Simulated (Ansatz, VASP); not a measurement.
**One calculation of Te, two programs**

```
CELL_PARAMETERS angstrom
4.24295 0.00000 0.00000
-2.12148 3.67450 0.00000
0.00000 0.00000 4.52106
ATOMIC_POSITIONS crystal
Te 0.33333 0.66667 0.25000
Te 0.66667 0.33333 0.75000
```

Alike in both runs: task single point; functional RPBE; k mesh 10 × 10 × 8; occupations fermi-dirac, width 0.1 eV; no spin polarisation.

|  | VASP | Ansatz |
| --- | --- | --- |
| version | VASP 6.6.1 | Ansatz 0.2.0 |
| potentials or method | VASP PAW PBE potentials, release 64 (Te), cutoff 520 eV | plane waves (420 eV) with PAW, scalar-relativistic |
| valence electrons in the cell | 12 | 32 |

Ansatz gave:

```
pressure (GPa)                                                : -2.9
traceless stress, the component that is largest in VASP (GPa) : -1.28
```

Q: Which values does VASP return?

A: Pressure (GPa): -2.9; traceless stress, the component that is largest in VASP (GPa): -1.30.

VASP's potentials were made for PBE, not for RPBE. With one functional, cell and mesh, what is left measures potentials, basis and numerics. VASP's potentials hold 12 valence electrons a cell and Ansatz's 32, so a difference there can come from the potentials and not from the codes.

Neither program's run includes spin-orbit coupling.
